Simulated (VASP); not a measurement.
Wanted: the native input for a VASP 6.6.1 run.

| Property | Result |
| --- | --- |
| Task | single point |
| Functional | PBE |
| Potentials or basis | VASP PAW PBE potentials, release 64 (Ba_sv, Er_3, O), 4f in core |
| Cutoff | 600 eV |
| k mesh | 4 × 4 × 4 |
| Occupations | gaussian, width 0.1 eV |
| Spin | no spin polarisation |
| Dipole correction | no |
| Mended | yes |
| Further INCAR settings | ALGO = Normal; EDIFF = 1e-06; NBANDS = 30 |

The structure of BaErO4 lies in POSCAR:

```
BaErO4
1.0
    0.0000000000      3.5395458600      3.5395458600
    3.5395458600      0.0000000000      3.5395458600
    3.5395458600      3.5395458600      0.0000000000
Ba Er O
1 1 4
Direct
    0.2500000000      0.2500000000      0.2500000000
    0.0000000000      0.0000000000      0.0000000000
    0.6252265100      0.6252265100      0.1243204700
    0.6252265100      0.1243204700      0.6252265100
    0.6252265100      0.6252265100      0.6252265100
    0.1243204700      0.6252265100      0.6252265100
```

The cell was built from a structure type or drawn by symmetry, and may not be a known phase.

One way to write it, as run:

INCAR

```
SYSTEM = BaErO4
PREC = Accurate
ENCUT = 600
EDIFF = 1E-6
ISMEAR = 0
SIGMA = 0.1
LREAL = .False.
LASPH = .True.
NELM = 200
ALGO = Normal
ISIF = 2
LWAVE = .False.
LCHARG = .True.
GGA = PE
LELF = .True.
LVHAR = .True.
NBANDS = 30
GGA_COMPAT = .False.
LMAXMIX = 6
```

KPOINTS

```
regular mesh
0
Gamma
  4 4 4
  0 0 0
```

Potentials or basis: VASP PAW PBE potentials, release 64 (Ba_sv, Er_3, O), 4f in core.

Command:

```bash
$ cat potpaw_PBE.64/Ba_sv/POTCAR potpaw_PBE.64/Er_3/POTCAR potpaw_PBE.64/O/POTCAR > POTCAR
$ mpirun -np 1 vasp_std > vasp.out
```

Results of the run:

```
Pressure               : -11.3 GPa
Largest force          : 0.237 eV/Å
Band gap on the k mesh : zero (an odd number of electrons rules out a gap without spin polarisation)
```

Caveat: the k points lie up to 0.38 Å⁻¹ apart, too coarse for converged energies and pressures of a metal; spin-orbit coupling is left out, which moves the levels of the heavy elements; the 4f electrons are frozen in the core, so they carry no moment and show no levels; an odd number of electrons without spin polarisation forces a metal; a magnetic or distorted state may lie lower; the run has no spin polarisation, though such a crystal can be magnetic.

Wall time 16 s on 1 thread of Intel(R) Xeon(R) 6975P-C (Granite Rapids), on a shared host, peak memory 0.24 GiB.
